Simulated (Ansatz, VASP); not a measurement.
**One calculation of Cd3Ge, two programs**

```
Cd Ge
1.0
    -2.21035    2.21035    4.58588
     2.21035   -2.21035    4.58588
     2.21035    2.21035   -4.58588
Cd Ge
3 1
Direct
  0.75000 0.25000 0.50000
  0.25000 0.75000 0.50000
  0.50000 0.50000 0.00000
  0.00000 0.00000 0.00000
```

Alike in both runs: task single point; functional LDA; k mesh 7 × 7 × 7; no spin polarisation.

|  | VASP | Ansatz |
| --- | --- | --- |
| version | VASP 6.6.1 | Ansatz 0.2.0 |
| potentials or method | VASP PAW LDA potentials, release 64 (Cd, Ge_d), cutoff 520 eV | plane waves, PAW |
| occupations | methfessel-paxton of order 1, width 0.1 eV | cold |
| valence electrons in the cell | 50 | 74 |

|  | VASP | Ansatz | Ansatz less VASP |
| --- | --- | --- | --- |
| pressure (GPa) | -6.1 | -6.4 | -0.30 |
| traceless stress, the component that is largest in VASP (GPa) | -0.16 | -0.22 | -0.062 |

LDA's correlation is that of Perdew and Zunger in VASP and of Perdew and Wang (1992) in Ansatz. VASP's potentials hold 50 valence electrons a cell and Ansatz's 74, so a difference there can come from the potentials and not from the codes.
